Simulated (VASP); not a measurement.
# LiBe24 in VASP: notebook, part 2 of 2

VASP 6.6.1. The steps go on from the part before.

## 4. Single point, LDA

File INCAR:

```
  PREC = Accurate
  ENCUT = 520
  EDIFF = 1E-6
  ISMEAR = 0
  SIGMA = 0.1
  LREAL = Auto
  LASPH = True
  NELM = 60
  ALGO = Normal
  ISIF = 2
  LWAVE = False
  LCHARG = False
  LDIPOL = True
  IDIPOL = 3
  DIPOL = 0.5 0.5 0.321
  NBANDS = 44
```

File KPOINTS:

```
regular mesh
0
Gamma
  6 4 1
```

File POSCAR:

```
LiBe24
1.0
    4.4524297775      0.0000000000      0.0000000000
    0.0000000000      7.0331519566      0.0000000000
    0.0000000000      0.0000000000     19.7998741761
Be Li
24 1
Direct
    0.0000000000      0.3750000000      0.2020214858
    0.0000000000      0.8750000000      0.2020214858
    0.5000000000      0.3750000000      0.2020214858
    0.5000000000      0.8750000000      0.2020214858
    0.2500000000      0.1250000000      0.2344789084
    0.2500000000      0.6250000000      0.2344789084
    0.7500000000      0.1250000000      0.2344789084
    0.7500000000      0.6250000000      0.2344789084
    0.2500000000      0.3750000000      0.2993937535
    0.2500000000      0.8750000000      0.2993937535
    0.7500000000      0.3750000000      0.2993937535
    0.7500000000      0.8750000000      0.2993937535
    0.0000000000      0.1250000000      0.3261495638
    0.0000000000      0.6250000000      0.3261495638
    0.5000000000      0.1250000000      0.3261495638
    0.5000000000      0.6250000000      0.3261495638
    0.0000000000      0.3750000000      0.3969669031
    0.0000000000      0.8750000000      0.3969669031
    0.5000000000      0.3750000000      0.3969669031
    0.5000000000      0.8750000000      0.3969669031
    0.2500000000      0.1250000000      0.4191882283
    0.2500000000      0.6250000000      0.4191882283
    0.7500000000      0.1250000000      0.4191882283
    0.7500000000      0.6250000000      0.4191882283
    0.3333333333      0.3750000000      0.5043014409
```

On the command line:

```console
$ cat potpaw_LDA.64/Be/POTCAR potpaw_LDA.64/Li_sv/POTCAR > POTCAR
$ mpirun -np 1 vasp_std > vasp.out
```

Run time: 8.8 min. Hardware: 1 thread of AMD EPYC 9R45 (Zen 5), shared host; peak memory 0.54 GiB.

Results (log left out):

```
Free energy            : -95.6145 eV
Largest force          : 0.716 eV/Å
Band gap on the k mesh : zero (an odd number of electrons rules out a gap without spin polarisation)
```

Forces on the atoms (eV/Å):
```
Be  -0.003  0.000  0.569
Be   0.015  0.000  0.554
Be   0.000  0.000  0.575
Be  -0.020  0.000  0.586
Be  -0.002  0.030 -0.716
Be  -0.002 -0.030 -0.716
Be  -0.001  0.046 -0.681
Be  -0.001 -0.046 -0.681
Be   0.025  0.000  0.186
Be   0.001  0.000  0.135
Be  -0.013  0.000  0.251
Be  -0.002  0.000  0.108
Be  -0.003 -0.040  0.019
Be  -0.003  0.040  0.019
Be  -0.012 -0.069 -0.072
Be  -0.012  0.069 -0.072
Be   0.077  0.000  0.305
Be  -0.003  0.000  0.051
Be   0.052  0.000 -0.270
Be   0.011  0.000  0.040
Be   0.024 -0.169 -0.242
Be   0.024  0.169 -0.242
Be  -0.072  0.028  0.139
Be  -0.072 -0.028  0.139
Li  -0.011  0.000  0.014
```

Levels at points of the mesh, in eV from the Fermi level:
```tsv
k point	band 23	band 24	band 25	band 26	band 27	band 28	band 29	band 30
(0.00, 0.00, 0.00)	-1.15	-0.73	-0.23	-0.19	0.17	0.42	1.40	1.96
(0.50, 0.00, 0.00)	-1.36	0.50	0.72	0.87	1.20	1.25	1.28	1.44
(0.00, 0.50, 0.00)	-1.16	-1.01	-0.99	-0.28	-0.03	0.79	0.88	1.96
(0.50, 0.50, 0.00)	-0.95	-0.73	-0.63	0.26	0.38	0.41	0.44	2.24
```

## 5. Single point, LDA

File INCAR:

```
  PREC = Accurate
  ENCUT = 520
  EDIFF = 1E-6
  ISMEAR = 0
  SIGMA = 0.1
  LREAL = Auto
  LASPH = T
  NELM = 60
  ALGO = Normal
  ISIF = 2
  LWAVE = F
  LCHARG = F
  LDIPOL = T
  IDIPOL = 3
  DIPOL = 0.5 0.5 0.321
  GGA = CA
  NBANDS = 44
```

File KPOINTS:

```
Automatic mesh
0
Gamma
  6 4 1
```

POSCAR: that of step 4 with these lines changed.

```diff
@@ -32,2 +32,2 @@
     0.7500000000      0.6250000000      0.4191882283
-    0.3333333333      0.3750000000      0.5043014409
+    0.5000000000      0.2500000000      0.5121670856
```

On the command line:

```console
$ cat potpaw_LDA.64/Be/POTCAR potpaw_LDA.64/Li_sv/POTCAR > POTCAR
$ mpirun -np 1 vasp_std > vasp.out
```

Run time: 8.4 min. Hardware: 1 thread of AMD EPYC 9R45 (Zen 5), shared host; peak memory 0.54 GiB.

The run converged. Its results:

```yaml
Free_energy: -95.3102 eV
Largest_force: 0.726 eV/Å
Band_gap_on_the_k_mesh: zero (an odd number of electrons rules out a gap without spin polarisation)
```

Forces in eV/Å, atoms in the order of the input:
```
Be   0.000  0.011  0.569
Be   0.000 -0.007  0.556
Be   0.000  0.022  0.578
Be   0.000 -0.009  0.591
Be  -0.002  0.019 -0.662
Be   0.006 -0.030 -0.725
Be   0.002  0.019 -0.662
Be  -0.006 -0.030 -0.725
Be   0.024  0.015  0.187
Be   0.002 -0.027  0.159
Be  -0.024  0.015  0.187
Be  -0.002 -0.027  0.159
Be   0.000 -0.014  0.117
Be   0.000  0.007  0.007
Be   0.000 -0.039 -0.094
Be   0.000  0.015 -0.052
Be   0.000 -0.009  0.415
Be   0.000 -0.069  0.103
Be   0.000  0.045  0.026
Be   0.000 -0.041  0.177
Be  -0.128 -0.214 -0.423
Be   0.057  0.016 -0.030
Be   0.128 -0.214 -0.423
Be  -0.057  0.016 -0.030
Li   0.000  0.528 -0.004
```

Levels at points of the mesh, in eV from the Fermi level:
| k point | band 23 | band 24 | band 25 | band 26 | band 27 | band 28 | band 29 | band 30 |
| --- | --- | --- | --- | --- | --- | --- | --- | --- |
| (0.00, 0.00, 0.00) | -1.10 | -0.72 | -0.22 | -0.21 | 0.19 | 0.31 | 1.19 | 1.90 |
| (0.50, 0.00, 0.00) | -1.40 | 0.66 | 0.71 | 0.83 | 0.96 | 1.26 | 1.31 | 1.44 |
| (0.00, 0.50, 0.00) | -1.17 | -1.02 | -0.98 | -0.20 | -0.03 | 0.65 | 0.97 | 1.57 |
| (0.50, 0.50, 0.00) | -0.96 | -0.75 | -0.65 | 0.30 | 0.40 | 0.40 | 0.43 | 2.03 |

## 6. The runs side by side

| cell | gap on the mesh (eV) | largest force (eV/Å) |
| --- | --- | --- |
| as given, atomic positions A | none | 1.23 |
| as given, atomic positions B | none | 0.95 |
| as given, atomic positions C | none | 0.72 |
| as given, atomic positions D | none | 0.73 |

Alike in all rows: task single point; level LDA; potentials or basis VASP PAW LDA potentials, release 64 (Be, Li_sv); no spin polarisation; k mesh 6 × 4 × 1; cutoff (eV) 520; smearing gaussian 0.1 eV.

Total energies depend on the potentials used, so only differences within one code and one set of settings carry meaning.
